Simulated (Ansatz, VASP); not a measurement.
## One calculation of AgI2, two programs

```xyz
3
Lattice="4.2857 0.0000 0.0000 0.0000 4.2857 0.0000 0.0000 0.0000 6.3548" Properties=species:S:1:pos:R:3 pbc="T T T"
Ag    0.0000    0.0000    3.1774
I     2.1429    0.0000    4.9425
I     0.0000    2.1429    1.4123
```

Alike in both runs: task relaxation of cell and atoms; functional PBEsol; k mesh 10 × 10 × 8; occupations gaussian, width 0.1 eV; no spin polarisation.

|  | VASP | Ansatz |
| --- | --- | --- |
| version | VASP 6.6.1 | Ansatz 0.2.0 |
| potentials or method | VASP PAW PBE potentials, release 64 (Ag, I), cutoff 600 eV | scalar-relativistic, plane waves, PAW |
| valence electrons in the cell | 25 | 53 |

|  | VASP | Ansatz | Ansatz less VASP |
| --- | --- | --- | --- |
| gap on the k mesh at the Fermi level, each at its own relaxed structure (eV) | none | none | - |
| relaxed volume (Å³/atom) | 34.05 | 34.02 | -0.026 |
| relaxed cell length with the largest relative difference (Å) | 6.189 | 6.183 | -0.0055 |

VASP's potentials were made for PBE, not for PBEsol. A gap of «none» marks a metal or a gap that the smearing closes. VASP's potentials hold 25 valence electrons a cell and Ansatz's 53, so a difference there can come from the potentials and not from the codes.

Spin-orbit coupling is off throughout.
